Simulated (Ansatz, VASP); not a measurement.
## Cu: VASP beside Ansatz

```
Cu
1.0
     0.00000    1.78307    1.78307
     1.78307    0.00000    1.78307
     1.78307    1.78307    0.00000
Cu
1
Direct
  0.00000 0.00000 0.00000
```

Change from the starting cell: volume scaled by 0.96, crystal datasets.

Alike in both runs: task electric field gradients; functional PBE; k mesh 19 × 19 × 19; occupations fermi-dirac, width 0.08 eV; no spin polarisation.

|  | VASP | Ansatz |
| --- | --- | --- |
| version | VASP 6.6.1 | Ansatz 0.2.0 |
| potentials or method | VASP PAW PBE potentials, release 64 (Cu), cutoff 520 eV | all-electron PAW with datasets made for the crystal, scalar-relativistic |

VASP gave:

* pressure (GPa): 9.0

**Question.** What did Ansatz give for the same quantities?

**Answer.** Pressure (GPa): 8.5.

Ansatz ran all-electron here, and VASP with PAW potentials.
